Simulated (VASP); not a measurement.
# SnTe (F-43m) in VASP: settings compared

Aim: see how the results for SnTe move with the level of theory and the settings. Levels: LDA, PBE, RPBE. Tasks: single point.

Everything below comes from runs of VASP 6.6.1. Logs are shortened: lines on timing, memory, paths and dates and some standing lists are left out, and cuts for length are marked.

### Step 1. The cell of the first run

It takes space group F-43m (No. 216, cubic). Conventional cell: a = 7.364 Å, b = 7.364 Å, c = 7.364 Å, α = 90.00°, β = 90.00°, γ = 90.00°. Within 4.2 Å of Te (site symmetry -43m) lie 4 Sn at 3.19 Å. Within 4.2 Å of Sn (site symmetry -43m) lie 4 Te at 3.19 Å.

### Step 2. Single point, LDA

File INCAR:

```
PREC     = Accurate       # precision mode
ENCUT    = 520            # plane-wave cutoff, eV
EDIFF    = 1E-6           # SCF threshold, eV
ISMEAR   = -1             # smearing method
SIGMA    = 0.05           # smearing width, eV
LREAL    = F              # projectors in reciprocal space
LASPH    = T              # aspherical terms in the spheres
NELM     = 100            # most SCF steps
ALGO     = Normal         # electronic algorithm
ISIF     = 2              # what is computed and relaxed
LWAVE    = F              # write WAVECAR
LCHARG   = F              # write CHGCAR
GGA      = CA             # functional
NBANDS   = 17             # bands
```

File KPOINTS:

```
Automatic mesh
0
Gamma
  6 6 6
```

File POSCAR:

```
SnTe
1.0
    0.0000000000      3.6819707652      3.6819707652
    3.6819707652      0.0000000000      3.6819707652
    3.6819707652      3.6819707652      0.0000000000
Te Sn
1 1
Direct
    0.2500000000      0.2500000000      0.2500000000
    0.0000000000      0.0000000000      0.0000000000
```

Potentials or basis: VASP PAW LDA potentials, release 64 (Te, Sn_d).

Started as:

```
> cat potpaw_LDA.64/Te/POTCAR potpaw_LDA.64/Sn_d/POTCAR > POTCAR
> mpirun -np 1 vasp_std > vasp.out
```

OUTCAR:

```text
PREC = Accurate
   ENCUT = 520
   EDIFF = 1E-6
   ISMEAR = -1
   LREAL = F
   LASPH = T
   NELM = 100
   ISIF = 2
   GGA = CA

 ion  position               nearest neighbor table
   1  0.250  0.250  0.250-   2 3.19   2 3.19   2 3.19   2 3.19
   2  0.000  0.000  0.000-   1 3.19   1 3.19   1 3.19   1 3.19

  LATTYP: Found a face centered cubic cell.
 ALAT       =     7.3639415304

  Lattice vectors:

 A1 = (   0.0000000000,   3.6819707652,   3.6819707652)
 A2 = (   3.6819707652,   0.0000000000,   3.6819707652)
 A3 = (   3.6819707652,   3.6819707652,   0.0000000000)

Analysis of symmetry for initial positions (statically):
=====================================================================
 Subroutine PRICEL returns:
 Original cell was already a primitive cell.

 Routine SETGRP: Setting up the symmetry group for a
 face centered cubic supercell.

 Subroutine GETGRP returns: Found 24 space group operations
 (whereof 24 operations were pure point group operations)
 out of a pool of 48 trial point group operations.

The static configuration has the point symmetry T_d .

Analysis of symmetry for dynamics (positions and initial velocities):
=====================================================================
 Subroutine PRICEL returns:
 Original cell was already a primitive cell.

 Routine SETGRP: Setting up the symmetry group for a
 face centered cubic supercell.

 Subroutine GETGRP returns: Found 24 space group operations
 (whereof 24 operations were pure point group operations)
 out of a pool of 48 trial point group operations.

The dynamic configuration has the point symmetry T_d .

 Subroutine INISYM returns: Found 24 space group operations
 (whereof 24 operations are pure point group operations),
 and found     1 'primitive' translations

----------------------------------------------------------------------------------------

                                     Primitive cell

  volume of cell :      99.8323

  direct lattice vectors                    reciprocal lattice vectors
     0.000000000  3.681970765  3.681970765    -0.135796841  0.135796841  0.135796841
     3.681970765  0.000000000  3.681970765     0.135796841 -0.135796841  0.135796841
     3.681970765  3.681970765  0.000000000     0.135796841  0.135796841 -0.135796841

  length of vectors
     5.207092992  5.207092992  5.207092992     0.235207029  0.235207029  0.235207029

  position of ions in fractional coordinates (direct lattice)
     0.250000000  0.250000000  0.250000000
     0.000000000  0.000000000  0.000000000

  ion indices of the primitive-cell ions
   primitive index   ion index
                 1           1
                 2           2

----------------------------------------------------------------------------------------

 KPOINTS: Automatic mesh

Automatic generation of k-mesh.
 Grid dimensions read from file:
 generate k-points for:    6    6    6

 Generating k-lattice:

  Cartesian coordinates                     Fractional coordinates (reciprocal lattice)
    -0.022632807  0.022632807  0.022632807     0.166666667  0.000000000  0.000000000
     0.022632807 -0.022632807  0.022632807     0.000000000  0.166666667  0.000000000
     0.022632807  0.022632807 -0.022632807     0.000000000  0.000000000  0.166666667

  Length of vectors
     0.039201171  0.039201171  0.039201171

  Shift w.r.t. Gamma in fractional coordinates (k-lattice)
     0.000000000  0.000000000  0.000000000

 Subroutine IBZKPT returns following result:
 ===========================================

 Found     16 irreducible k-points:

 Following reciprocal coordinates:
            Coordinates               Weight
  0.000000  0.000000  0.000000      1.000000
  0.166667  0.000000  0.000000      8.000000
  0.333333  0.000000  0.000000      8.000000
  0.500000  0.000000  0.000000      4.000000
  0.166667  0.166667  0.000000      6.000000
  0.333333  0.166667  0.000000     24.000000
[... 8 lines left out ...]
 -0.333333  0.333333  0.166667     24.000000
 -0.333333  0.500000  0.166667     12.000000
   k-points           NKPTS =     16   k-points in BZ     NKDIM =     16   number of bands    NBANDS=     17
   number of dos      NEDOS =    301   number of ions     NIONS =      2
   total plane-waves  NPLWV =  64000
   dimension x,y,z NGX =    40 NGY =   40 NGZ =   40
   dimension x,y,z NGXF=    80 NGYF=   80 NGZF=   80
   ions per type =               1   1
   NGX,Y,Z   is equivalent  to a cutoff of  12.77, 12.77, 12.77 a.u.
   NGXF,Y,Z  is equivalent  to a cutoff of  25.54, 25.54, 25.54 a.u.
 SYSTEM =  unknown system
   PREC   = accura    normal or accurate (medium, high low for compatibility)
   ISTART =      0    job   : 0-new  1-cont  2-samecut
   ICHARG =      2    charge: 1-file 2-atom 10-const
   ISPIN  =      1    spin polarized calculation?
   LNONCOLLINEAR =      F non collinear calculations
   LSORBIT =      F    spin-orbit coupling
   LASPH  =      T    aspherical Exc in radial PAW
   ENCUT  =  520.0 eV  38.22 Ry    6.18 a.u.   9.68  9.68  9.68*2*pi/ulx,y,z
   NELM   =    100;   NELMIN=  2; NELMDL= -5     # of ELM steps
   EDIFF  = 0.1E-05   stopping-criterion for ELM
   LREAL  =      F    real-space projection
   EDIFFG = 0.1E-04   stopping-criterion for IOM
   NSW    =      0    number of steps for IOM
   IBRION =     -1    ionic relax: 0-MD 1-quasi-New 2-CG
   NFREE  =      0    steps in history (QN), initial steepest desc. (CG)
   ISIF   =      2    stress and relaxation
   ISYM   =      2    0-nonsym 1-usesym 2-fastsym
   POTIM  = 0.5000    time-step for ionic-motion
   TEBEG  =    0.0;   TEEND  =   0.0 temperature during run
   PSTRESS=    0.0 pullay stress
   NELECT =      20.0000    total number of electrons
   NUPDOWN=      -1.0000    fix difference up-down
   EMIN   =  10.00;   EMAX   =-10.00  energy-range for DOS
   EFERMI =   0.00;   METHOD = LEGACY
   ISMEAR =    -1;   SIGMA  =   0.05  broadening in eV -4-tet -1-fermi 0-gaus
   EFERMI_NEDOS =   21; number of points for ismear=-14 and -15
   IALGO  =     38    algorithm
   IMIX   =      4    mixing-type and parameters
     AMIX     =   0.40;   BMIX     =  1.00
     AMIX_MAG =   1.60;   BMIX_MAG =  1.00
  volume/ion in A,a.u.               =      49.92       336.85
  Fermi-wavevector in a.u.,A,eV,Ry     =   0.957917  1.810200 12.484771  0.917605
  Thomas-Fermi vector in A             =   2.086978
   LORBIT       =      0    0 simple, 1 ext, 2 COOP (PROOUT), +10 PAW based schemes
   GGA     = CA    functional components
   LHFCALC =     F    Hartree Fock is set to
   AEXX    =    0.0000 exact exchange contribution
   IVDW    =     0    specifies the selected vdW correction
   LEPSILON=     F    determine dielectric tensor
   LRPA    =     F    only Hartree local field effects (RPA)
 non-spin polarized calculation
  energy-cutoff  :      520.00
  volume of cell :       99.83
 maximum number of plane-waves:      2733
   NGX = 19   NGY = 19   NGZ = 19

 number of electron      19.9999999 magnetization

 Free energy of the ion-electron system (eV)
  ---------------------------------------------------
  ext. energy  EPLUGINS =         0.00000000
  ---------------------------------------------------
  free energy    TOTEN  =        -7.90035869 eV

  energy without entropy =       -7.89922440  energy(sigma->0) =       -7.89979154

 E-fermi :   2.4104     XC(G=0):  -7.5840

 val. band max:        2.2202590753   @ k =  -0.3333   0.5000   0.1667
 cond. band min:       2.5386978754   @ k =   0.5000   0.5000   0.0000
 fundamental gap:      0.3184388001
 Fermi energy:         2.4103525197

 k-point     1 :       0.0000    0.0000    0.0000
  band No.  band energies     occupation
      1     -19.2753      2.00000
      2     -19.2753      2.00000
      3     -19.2753      2.00000
      4     -19.2681      2.00000
      5     -19.2681      2.00000
      6      -8.8413      2.00000
[... 9 lines left out ...]
     16       8.8724      0.00000
     17       9.9011      0.00000

 k-point     2 :       0.1667    0.0000    0.0000
  band No.  band energies     occupation
      1     -19.2755      2.00000
      2     -19.2751      2.00000
      3     -19.2751      2.00000
      4     -19.2681      2.00000
      5     -19.2681      2.00000
      6      -8.7400      2.00000
[... 9 lines left out ...]
     16       8.3641      0.00000
     17       9.4146      0.00000

 k-point     3 :       0.3333    0.0000    0.0000
  band No.  band energies     occupation
      1     -19.2760      2.00000
      2     -19.2746      2.00000
      3     -19.2746      2.00000
      4     -19.2680      2.00000
      5     -19.2680      2.00000
      6      -8.5084      2.00000
[... 9 lines left out ...]
     16       8.4688      0.00000
     17       9.4784      0.00000

 k-point     4 :       0.5000    0.0000    0.0000
  band No.  band energies     occupation
      1     -19.2762      2.00000
      2     -19.2743      2.00000
      3     -19.2743      2.00000
      4     -19.2679      2.00000
      5     -19.2679      2.00000
      6      -8.3726      2.00000
[... 9 lines left out ...]
     16       9.1918      0.00000
     17       9.1918      0.00000
[... 183 lines left out ...]
      1     -19.2767      2.00000
      2     -19.2741      2.00000
      3     -19.2738      2.00000
      4     -19.2683      2.00000
      5     -19.2678      2.00000
      6      -8.3346      2.00000
[... 9 lines left out ...]
     16       9.5786      0.00000
     17      10.5728      0.00000

 k-point    15 :      -0.3333    0.3333    0.1667
  band No.  band energies     occupation
      1     -19.2767      2.00000
      2     -19.2741      2.00000
      3     -19.2735      2.00000
      4     -19.2682      2.00000
      5     -19.2678      2.00000
      6      -8.2345      2.00000
[... 9 lines left out ...]
     16       9.4391      0.00000
     17      10.4462      0.00000

 k-point    16 :      -0.3333    0.5000    0.1667
  band No.  band energies     occupation
      1     -19.2772      2.00000
      2     -19.2738      2.00000
      3     -19.2732      2.00000
      4     -19.2684      2.00000
      5     -19.2676      2.00000
      6      -8.1844      2.00000
[... 9 lines left out ...]
     16      10.1833      0.00000
     17      10.1970      0.00000

------------------------ aborting loop because EDIFF is reached ----------------------------------------

  FORCE on cell =-STRESS in cart. coord.  units (eV):
  Direction    XX          YY          ZZ          XY          YZ          ZX
  --------------------------------------------------------------------------------------
  -------------------------------------------------------------------------------------
  Total       -1.9959083     -1.9959083     -1.9959083      0.0000000     -0.0000000      0.0000000
  in kB      -32.0317122    -32.0317122    -32.0317122      0.0000000     -0.0000000      0.0000000
  external PRESSURE =     -32.0317122 kB  Pullay stress =       0.0000000 kB

 VOLUME and BASIS-vectors are now :
 -----------------------------------------------------------------------------
  energy-cutoff  :      520.00
  volume of cell :       99.83
      direct lattice vectors                 reciprocal lattice vectors
     0.000000000  3.681970765  3.681970765    -0.135796841  0.135796841  0.135796841
     3.681970765  0.000000000  3.681970765     0.135796841 -0.135796841  0.135796841
     3.681970765  3.681970765  0.000000000     0.135796841  0.135796841 -0.135796841

 POSITION                                       TOTAL-FORCE (eV/Angst)
 -----------------------------------------------------------------------------------
      1.84099      1.84099      1.84099         0.000000      0.000000      0.000000
      0.00000      0.00000      0.00000        -0.000000     -0.000000     -0.000000
 -----------------------------------------------------------------------------------
    total drift:                               -0.000000     -0.000000     -0.000000

  FREE ENERGIE OF THE ION-ELECTRON SYSTEM (eV)
  ---------------------------------------------------
  free  energy   TOTEN  =        -7.9003586908 eV

  energy  without entropy=       -7.8992243982  energy(sigma->0) =       -7.89979154
```

It took 19 s on 1 thread of Intel Xeon 6975P-C (Granite Rapids), shared host; peak memory 0.2 GiB.

What came out:

* Free energy: -7.9004 eV
* Pressure: -3.2 GPa
* Band gap on the k mesh: 0.32 eV, indirect (least direct gap 0.78 eV)

Levels at points of the mesh, in eV from the valence-band top:
```
           k point  band 6  band 7  band 8  band 9  band 10  band 11  band 12  band 13  band 14  band 15
(0.00, 0.00, 0.00)  -11.06   -5.22   -1.56   -1.56    -1.56     1.22     1.22     1.22     4.10     6.65
(0.50, 0.00, 0.00)  -10.59   -6.71   -2.06   -2.06    -1.80     1.98     1.98     3.30     5.69     6.33
(0.50, 0.50, 0.00)  -10.41   -7.04   -2.67   -2.67    -0.46     0.32     3.82     3.82     5.42     6.30
```

Caveat: spin-orbit coupling is left out, which moves the levels of the heavy elements. A k mesh can miss the band edges.

### Step 3. Single point, PBE

This run uses another cell than the first one, of 47.09 Å³/atom, 0.943 times its volume.

File INCAR:

```
SYSTEM = SnTe
PREC = Accurate
ENCUT = 520
EDIFF = 1E-6
ISMEAR = -1
SIGMA = 0.05
LREAL = .FALSE.
LASPH = .TRUE.
NELM = 60
ALGO = Normal
ISIF = 2
LWAVE = .FALSE.
LCHARG = .FALSE.
GGA = PE
NBANDS = 17
```

File KPOINTS:

```
Automatic mesh
0
G
  7 7 7
  0 0 0
```

File POSCAR:

```
SnTe
1.0
    0.0000000000      3.6111460000      3.6111460000
    3.6111460000      0.0000000000      3.6111460000
    3.6111460000      3.6111460000      0.0000000000
Te Sn
1 1
Direct
    0.2500000000      0.2500000000      0.2500000000
    0.0000000000      0.0000000000      0.0000000000
```

Potentials or basis: VASP PAW PBE potentials, release 64 (Te, Sn_d).

Started as:

```
> cat potpaw_PBE.64/Te/POTCAR potpaw_PBE.64/Sn_d/POTCAR > POTCAR
> mpirun -np 1 vasp_std > vasp.out
```

Wall time 25 s (1 thread of Intel Xeon 6975P-C, shared host); peak memory 0.25 GiB.

The run converged. Its results:

```yaml
Free_energy: -7.0650 eV
Pressure: -0.1 GPa
Band_gap_on_the_k_mesh: 0.33 eV, indirect (least direct gap 0.83 eV)
```

Levels at points of the mesh, in eV from the valence-band top:
```
           k point  band 7  band 8  band 9  band 10  band 11  band 12  band 13  band 14
(0.00, 0.00, 0.00)   -5.00   -1.75   -1.75    -1.75     1.19     1.19     1.19     4.31
```

Caveat: spin-orbit coupling is left out, which moves the levels of the heavy elements. A k mesh can miss the band edges.

### Step 4. Single point, RPBE

This run uses another cell than the first one, of 47.09 Å³/atom, 0.943 times its volume.

File INCAR:

```
SYSTEM = SnTe
PREC = Accurate
ENCUT = 520
EDIFF = 1E-7
ISMEAR = -1
SIGMA = 0.05
LREAL = .False.
LASPH = .True.
NELM = 60
ALGO = Normal
ISIF = 2
LWAVE = .False.
LCHARG = .False.
GGA = RP
NBANDS = 17
```

File KPOINTS:

```
Automatic mesh
0
Gamma
  7 7 7
  0 0 0
```

POSCAR is that of step 3.

Started as:

```
> cat potpaw_PBE.64/Te/POTCAR potpaw_PBE.64/Sn_d/POTCAR > POTCAR
> mpirun -np 1 vasp_std > vasp.out
```

Run time: 20 s. Hardware: 1 thread of Intel Xeon 6975P-C (Granite Rapids), shared host; peak memory 0.24 GiB.

Results (log left out):

- Free energy: -6.5296 eV
- Pressure: 0.9 GPa
- Band gap on the k mesh: 0.42 eV, indirect (least direct gap 0.89 eV)

Levels at points of the mesh, in eV from the valence-band top:
| k point | band 7 | band 8 | band 9 | band 10 | band 11 | band 12 | band 13 | band 14 |
| --- | --- | --- | --- | --- | --- | --- | --- | --- |
| (0.00, 0.00, 0.00) | -4.96 | -1.78 | -1.78 | -1.78 | 1.20 | 1.20 | 1.20 | 4.59 |

Caveat: the PAW data sets were made with another functional, which shifts forces and pressure a little; spin-orbit coupling is left out, which moves the levels of the heavy elements. A k mesh can miss the band edges.

### Step 5. The runs side by side

| level | potentials or basis | cell | k mesh | gap on the mesh (eV) | pressure (GPa) |
| --- | --- | --- | --- | --- | --- |
| LDA | VASP PAW LDA potentials, release 64 (Te, Sn_d) | a = 5.207 Å, angles 60.0°, 2 atoms | 6 × 6 × 6 | 0.32 | -3.2 |
| PBE | VASP PAW PBE potentials, release 64 (Te, Sn_d) | a = 5.107 Å, angles 60.0°, 2 atoms | 7 × 7 × 7 | 0.33 | -0.1 |
| RPBE | VASP PAW PBE potentials, release 64 (Te, Sn_d) | a = 5.107 Å, angles 60.0°, 2 atoms | 7 × 7 × 7 | 0.42 | 0.9 |

Alike in all rows: task single point; no spin polarisation; cutoff (eV) 520; smearing fermi-dirac 0.05 eV.

Caveats: spin-orbit coupling is left out, which moves the levels of the heavy elements; the PAW data sets were made with another functional, which shifts forces and pressure a little (some runs).

Absolute energies hang on the potentials; compare differences alone.
